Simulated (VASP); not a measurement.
PCS4: relaxation of cell and atoms with PBE+D3(BJ)

The system is PCS4.

```
CELL_PARAMETERS angstrom
0.00000 4.02972 4.02972
4.02972 0.00000 4.02972
4.02972 4.02972 0.00000
ATOMIC_POSITIONS crystal
P 0.75000 0.75000 0.75000
C 0.00000 0.00000 0.00000
S 0.12582 0.62254 0.12582
S 0.12582 0.12582 0.12582
S 0.62254 0.12582 0.12582
S 0.12582 0.12582 0.62254
```

The cell was built from a structure type or drawn by symmetry, and may not be a known phase.

```
Program                : VASP 6.6.1
Task                   : relaxation of cell and atoms
Functional             : PBE
Dispersion             : D3(BJ)
Potentials or basis    : VASP PAW PBE potentials, release 64 (P, C, S)
Cutoff                 : 600 eV
k mesh                 : 8 × 8 × 8
Occupations            : gaussian, width 0.1 eV
Spin                   : no spin polarisation
Dipole correction      : no
Further INCAR settings : ALGO = Normal; EDIFF = 1e-06; IBRION = 2; EDIFFG = -0.01; NSW = 100; ISIF = 3
```

```json
{
 "Relaxed volume": "21.99 Å³/atom",
 "Relaxed cell": "a = 5.715 Å, b = 5.715 Å, c = 5.715 Å, α = 60.00°, β = 60.00°, γ = 60.00°",
 "Space group after relaxing (to 0.1 Å)": "F-43m (No. 216)",
 "Energy gained by relaxing": "0.5 meV/atom",
 "Ionic steps": "4",
 "Pressure after relaxing": "0.1 GPa",
 "Band gap on the k mesh": "zero (an odd number of electrons rules out a gap without spin polarisation)",
 "Dispersion energy per atom": "-0.231 eV"
}
```

Forces in eV/Å, atoms in the order of the input:
```
P    0.000  0.000  0.000
C    0.000  0.000  0.000
S    0.001 -0.001  0.001
S   -0.001 -0.001 -0.001
S   -0.001  0.001  0.001
S    0.001  0.001 -0.001
```

Step by step:
| step | energy change (eV) | largest force (eV/Å) | pressure (GPa) | volume (Å³) |
| --- | --- | --- | --- | --- |
| 1 | 0.0000 | 0.1645 | 0.08 | 130.87 |
| 2 | -0.0020 | 0.0602 | 0.43 | 131.07 |
| 3 | -0.0021 | 0.0137 | 0.35 | 131.03 |
| 4 | -0.0032 | 0.0025 | 0.05 | 131.96 |

Final structure:
```
P C S
1.0
     0.00000    4.04084    4.04084
     4.04084    0.00000    4.04084
     4.04084    4.04084    0.00000
P C S
1 1 4
Direct
  0.75000 0.75000 0.75000
  0.00000 0.00000 0.00000
  0.12521 0.62437 0.12521
  0.12521 0.12521 0.12521
  0.62437 0.12521 0.12521
  0.12521 0.12521 0.62437
```

Levels at points of the mesh, in eV from the Fermi level:
```csv
k point,band 15,band 16,band 17,band 18,band 19,band 20
"(0.00, 0.00, 0.00)",0.25,0.25,0.25,0.82,0.82,0.82
"(0.50, 0.00, 0.00)",-0.48,-0.19,-0.19,0.84,0.93,0.93
"(0.50, 0.50, 0.00)",-1.50,-0.10,0.17,0.17,0.69,0.69
```

Wall time 2.2 min on 1 thread of Intel(R) Xeon(R) 6975P-C (Granite Rapids), with other jobs on the host, peak memory 0.39 GiB.
